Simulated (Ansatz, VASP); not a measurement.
# One calculation of Mo, two programs

Contents of POSCAR:

```
Mo
1.0
   -1.5833039300      1.5833039300      1.5833039300
    1.5833039300     -1.5833039300      1.5833039300
    1.5833039300      1.5833039300     -1.5833039300
Mo
1
Direct
    0.0000000000      0.0000000000      0.0000000000
```

The input INCAR.step1:

```
SYSTEM = Mo
PREC = Accurate
ENCUT = 520
ISMEAR = -1
SIGMA = 0.1
LREAL = .FALSE.
LASPH = .TRUE.
NELM = 60
NBANDS = 13
GGA = PE
ALGO = Normal
EDIFF = 1E-4
LWAVE = .TRUE.
LCHARG = .FALSE.
```

Contents of INCAR.step2:

```
SYSTEM = Mo
PREC = Accurate
ENCUT = 520
EDIFF = 1E-6
ISMEAR = -1
SIGMA = 0.1
LREAL = .FALSE.
LASPH = .TRUE.
NELM = 60
ALGO = Normal
ISIF = 2
LWAVE = .FALSE.
LCHARG = .FALSE.
METAGGA = R2SCAN
LMIXTAU = .TRUE.
NBANDS = 13
ISTART = 1
```

KPOINTS

```
Automatic mesh
0
G
  15 15 15
  0 0 0
```

Input for Ansatz:

```yaml
crystal:
  lattice:
    - [-1.58330393, 1.58330393, 1.58330393]
    - [1.58330393, -1.58330393, 1.58330393]
    - [1.58330393, 1.58330393, -1.58330393]
  atoms:
    - { symbol: Mo, position: [0.0, 0.0, 0.0] }
  symmetry: { tolerance: 0.0003 }
kpoints:
  mp_grid: { grid: [15, 15, 15], shift: [0, 0, 0] }
  band_path:
    path:
      - [0.0, 0.0, 0.0]
      - [0.5, -0.5, 0.5]
      - [0.0, 0.0, 0.5]
      - [0.0, 0.0, 0.0]
      - [0.25, 0.25, 0.25]
      - [0.5, -0.5, 0.5]
      - [0.25, 0.25, 0.25]
      - [0.0, 0.0, 0.5]
    npoints: 20
magnetization:
  spin_polarized: false
scf:
  occupations: { method: fermi_dirac }
  lower_state_search: "off"
  max_iter: 200
hamiltonian:
  pseudopotentials: { kind: paw }
  xc: r2scan
basis:
  ecutwfc: 500
  fft_grid_basis: typed
output:
  forces: true
  stress: true
  eigenvalues: true
  bader: true
  populations: true
  elf: true
  write_potential: true
  volumetric_format: npy
  dos:
    e_range: [-12, 8]
    de: 0.05
    projected: { site_lists: { Mo: [Mo] } }
  write_density: true
checkpoint:
  read: saved_state
```

Alike in both runs: task single point; functional r2SCAN; k mesh 15 × 15 × 15; no spin polarisation.

|  | VASP | Ansatz |
| --- | --- | --- |
| version | VASP 6.6.1 | Ansatz 0.2.0 |
| potentials or method | VASP PAW PBE potentials, release 64 (Mo_sv), cutoff 520 eV | PAW plane waves |
| occupations | fermi-dirac, width 0.1 eV | fermi-dirac |
| valence electrons in the cell | 14 | 14 |

|  | VASP | Ansatz | Ansatz less VASP |
| --- | --- | --- | --- |
| pressure (GPa) | -2.8 | -3.9 | -1.07 |

VASP's potentials were made for PBE, not for r2SCAN.
